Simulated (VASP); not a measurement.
A run of VASP 6.6.1 is set up as follows.

File INCAR:

```
PREC     = Accurate       # precision mode
ENCUT    = 600            # plane-wave cutoff, eV
EDIFF    = 1E-6           # SCF threshold, eV
ISMEAR   = 0              # smearing method
SIGMA    = 0.02           # smearing width, eV
LREAL    = False          # projectors in reciprocal space
LASPH    = True           # aspherical terms in the spheres
NELM     = 100            # most SCF steps
ALGO     = Normal         # electronic algorithm
ISIF     = 3              # what is computed and relaxed
LWAVE    = False          # write WAVECAR
LCHARG   = False          # write CHGCAR
GGA      = PE             # functional
IBRION   = 2              # ionic algorithm
NSW      = 100            # ionic steps
EDIFFG   = -0.005         # ionic threshold
```

KPOINTS

```
regular mesh
0
Gamma
  9 9 9
```

The input POSCAR:

```
KNaF2
1.0
    1.8241649998      1.0531821537      6.0762547022
   -1.8241649998      1.0531821537      6.0762547022
    0.0000000000     -2.1063643074      6.0762547022
K Na F
1 1 2
Direct
    0.5000000000      0.5000000000      0.5000000000
    0.0000000000      0.0000000000      0.0000000000
    0.7404658000      0.7404658000      0.7404658000
    0.2595342000      0.2595342000      0.2595342000
```

Potentials or basis: VASP PAW PBE potentials, release 64 (K_sv, Na_pv, F).

The run is started by

```sh
$ cat potpaw_PBE.64/K_sv/POTCAR potpaw_PBE.64/Na_pv/POTCAR potpaw_PBE.64/F/POTCAR > POTCAR
$ mpirun -np 1 vasp_std > vasp.out
```

(1) What does it give for the band gap on the k mesh?

(2) Predict the relaxed cell.

(3) Predict the space group after relaxing (to 0.1 Å).

(4) Predict the relaxed volume.

Results:

(1) 5.94 eV.

(2) a = 6.250 Å, b = 6.250 Å, c = 6.250 Å, α = 33.10°, β = 33.10°, γ = 33.10°.

(3) R-3m (No. 166).

(4) 16.20 Å³/atom.
